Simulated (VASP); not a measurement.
## Al7Ni8: single point with PBEsol

System: Al7Ni8, a slab with vacuum.

```
Ni Al
1.0
     4.04771    0.00000    0.00000
    -2.02386    3.50542    0.00000
     0.00000    0.00000   26.56730
Ni Al
8 7
Direct
  0.33333 0.66667 0.28230
  0.00000 0.00000 0.34450
  0.66667 0.33333 0.40670
  0.33333 0.66667 0.46890
  0.00000 0.00000 0.53110
  0.66667 0.33333 0.59330
  0.33333 0.66667 0.65550
  0.00000 0.00000 0.71770
  0.66667 0.33333 0.31340
  0.33333 0.66667 0.37560
  0.00000 0.00000 0.43780
  0.66667 0.33333 0.50000
  0.33333 0.66667 0.56220
  0.00000 0.00000 0.62440
  0.66667 0.33333 0.68660
```

| Quantity | Value |
| --- | --- |
| Program | VASP 6.6.1 |
| Task | single point |
| Functional | PBEsol |
| Potentials or basis | VASP PAW PBE potentials, release 64 (Ni, Al) |
| Cutoff | 520 eV |
| k mesh | 4 × 4 × 1 |
| Occupations | gaussian, width 0.1 eV |
| Spin | no spin polarisation |

The largest force is 1.432 eV/Å. The band gap on the k mesh is zero (an odd number of electrons rules out a gap without spin polarisation).

Forces in eV/Å, atoms in the order of the input:
```
Ni   0.000  0.000  1.432
Ni   0.000  0.000 -0.297
Ni   0.000  0.000 -0.141
Ni   0.000  0.000 -0.023
Ni   0.000  0.000  0.023
Ni   0.000  0.000  0.141
Ni   0.000  0.000  0.297
Ni   0.000  0.000 -1.432
Al   0.000  0.000 -0.534
Al   0.000  0.000 -0.384
Al   0.000  0.000 -0.009
Al   0.000  0.000  0.000
Al   0.000  0.000  0.009
Al   0.000  0.000  0.384
Al   0.000  0.000  0.534
```

Levels at points of the mesh, in eV from the Fermi level:
| k point | band 47 | band 48 | band 49 | band 50 | band 51 | band 52 | band 53 | band 54 |
| --- | --- | --- | --- | --- | --- | --- | --- | --- |
| (0.00, 0.00, 0.00) | -0.26 | 1.39 | 2.05 | 2.05 | 2.18 | 2.18 | 2.21 | 2.47 |
| (0.50, 0.00, 0.00) | -0.91 | -0.83 | -0.61 | -0.45 | -0.04 | -0.02 | 0.57 | 0.96 |

Run time: 7.1 min on 1 thread of Intel(R) Xeon(R) 6975P-C (Granite Rapids), on a shared host, peak memory 0.42 GiB.

Caveat: the k points lie up to 0.45 Å⁻¹ apart, too coarse for converged energies and pressures of a metal; the PAW data sets were made with another functional, which shifts forces and pressure a little. Spin polarisation is off, so any magnetic state and its effect on volume and gap are missing.
